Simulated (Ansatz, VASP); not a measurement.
Pb: VASP beside Ansatz

Contents of POSCAR:

```
Pb
1.0
    4.5902493180      0.0000000000      0.0000000000
   -2.2951246590      3.9752725191      0.0000000000
    0.0000000000      0.0000000000      5.2077915092
Pb
3
Direct
    0.2254000000      0.0000000000      0.3333333333
    0.0000000000      0.2254000000      0.6666666667
    0.7746000000      0.7746000000      0.0000000000
```

The input INCAR.step1:

```
SYSTEM = Pb
ALGO = Normal
EDIFF = 1E-4
ENCUT = 520
GGA = PE
ISMEAR = 0
LASPH = .True.
LCHARG = .False.
LREAL = .False.
LWAVE = .True.
NBANDS = 28
NELM = 100
PREC = Accurate
SIGMA = 0.1
```

INCAR.step2

```
SYSTEM = Pb
ALGO = Normal
EDIFF = 1E-6
ENCUT = 520
ISIF = 2
ISMEAR = 0
ISTART = 1
LASPH = .True.
LCHARG = .False.
LMIXTAU = .True.
LREAL = .False.
LWAVE = .False.
METAGGA = R2SCAN
NBANDS = 28
NELM = 100
PREC = Accurate
SIGMA = 0.1
```

The input KPOINTS:

```
k-points
0
Gamma
  6 6 4
  0 0 0
```

Input for Ansatz:

```yaml
crystal:
  lattice:
    - [4.590249318, 0.0, 0.0]
    - [-2.295124659, 3.9752725191, 0.0]
    - [0.0, 0.0, 5.2077915092]
  atoms:
    - { symbol: Pb, position: [0.2254, 0.0, 0.3333333333] }
    - { symbol: Pb, position: [0.0, 0.2254, 0.6666666667] }
    - { symbol: Pb, position: [0.7746, 0.7746, 0.0] }
basis:
  ecutwfc: 500
kpoints:
  mp_grid: { grid: [6, 6, 4] }
hamiltonian:
  xc: r2scan
scf:
  occupations: { method: gaussian, width: 0.1 }
  lower_state_search: "off"
output:
  forces: true
  stress: true
  eigenvalues: true
```

Alike in both runs: task single point; functional r2SCAN; k mesh 6 × 6 × 4; occupations gaussian, width 0.1 eV; no spin polarisation.

```csv
,VASP,Ansatz
version,VASP 6.6.1,Ansatz 0.2.0
potentials or method,"VASP PAW PBE potentials, release 64 (Pb_d), cutoff 520 eV","scalar-relativistic, plane waves, PAW"
valence electrons in the cell,42,42
```

```csv
,VASP,Ansatz,Ansatz less VASP
gap on the k mesh at the Fermi level (eV),none,none,-
pressure (GPa),21.1,21.0,-0.13
"traceless stress, the component that is largest in VASP (GPa)",7.40,7.28,-0.118
rms of the force components (eV/Å),4.009,3.982,-0.0267
```

VASP's potentials were made for PBE, not for r2SCAN. Atom by atom the forces differ by 0.027 eV/Å (rms over components). A gap of «none» marks a metal or a gap that the smearing closes. With one functional, cell and mesh, what is left measures potentials, basis and numerics.

Spin-orbit coupling is off throughout.
